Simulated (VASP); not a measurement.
A run of VASP 6.6.1 is set up as follows.

The input INCAR:

```
SYSTEM = SiAu
PREC = Accurate ; ENCUT = 400
EDIFF = 1E-6 ; ISMEAR = -1
SIGMA = 0.1887 ; LREAL = Auto
LASPH = .True. ; NELM = 120
ALGO = Normal ; ISIF = 2
LWAVE = .False. ; LCHARG = .False.
GGA = PE ; ISYM = -1
NBANDS = 108 ; GGA_COMPAT = .False.
```

The input KPOINTS:

```
explicit points
1
Reciprocal
  0.25000000   0.25000000   0.25000000 1
```

The input POSCAR:

```
SiAu
1.0
    7.2996120000      0.0436550000     -0.1792410000
    0.0436550000      7.3311740000      0.2938770000
   -0.1792410000      0.2938770000      7.6787310000
Si Au
12 12
Direct
    0.7055599896      0.2717267406      0.1033825822
    0.4742336128      0.4904130436      0.2684115374
    0.2339394213      0.9929928932      0.2537037387
    0.8666742042      0.3233057326      0.3971040830
    0.5620454367      0.8158104727      0.8707261202
    0.6619922384      0.0064326558      0.6294837964
    0.8092093893      0.9882711954      1.0039195703
    0.2229535983      0.4849858554      0.0689787463
    0.9829193964      0.0394144085      0.4197190222
    0.7790966483      0.7656614712      0.5037585984
    0.7853420745      0.5405556910      0.9173704111
   -0.0051112659      0.6957888910      0.7264934140
    0.3609108165      0.7731755698      0.4995280469
    0.9216815404      0.3121531752      0.7975947435
    0.1411159080      0.4658467126      0.5626274865
    0.9210431832      0.6646136636      0.2482890769
    0.0418697144      0.2433553378      0.1369683653
    0.4525900473      0.5212362087      0.8162491119
    0.6263172461      0.4039557987      0.5914136608
    0.4140219543      0.1436875128      1.0192383682
    0.5388785878      0.7996450339      0.1918094088
    0.1369785926      0.7765155440      0.9637659037
    0.1563471696      0.0255522871      0.6664332418
    0.4280104751      0.1848144839      0.4248105969
```

Potentials or basis: VASP PAW PBE potentials, release 64 (Si, Au).

Launch:

```bash
$ cat potpaw_PBE.64/Si/POTCAR potpaw_PBE.64/Au/POTCAR > POTCAR
$ mpirun -np 1 vasp_std > vasp.out
```

Estimate the pressure.

14.2 GPa.

Estimate the largest force.

4.199 eV/Å.

Forces in eV/Å, atoms in the order of the input:
```
Si  -0.745  1.046 -0.051
Si  -0.103 -0.462  0.800
Si   1.097 -1.471 -0.102
Si  -0.578  1.933  0.163
Si   0.264  0.734  0.227
Si  -0.751  1.139  0.816
Si   0.238 -0.992 -0.538
Si   1.377 -0.026  0.000
Si  -1.519 -1.194 -0.433
Si  -0.051 -0.806 -1.070
Si  -1.419  1.864  1.499
Si  -0.588 -1.115 -2.485
Au   0.276 -0.640 -0.142
Au   1.114 -2.434 -0.575
Au   1.157 -0.064 -0.560
Au   0.119 -0.332 -0.352
Au   0.211 -0.384 -0.677
Au  -3.255  0.460  2.612
Au   2.046 -0.365 -2.589
Au  -0.458 -0.049 -0.989
Au   0.083  0.654 -0.129
Au   1.090  3.144  2.399
Au   1.112  0.326  2.192
Au  -0.718 -0.968 -0.015
```

Caveat: the atoms stand as in a frame of molecular dynamics.
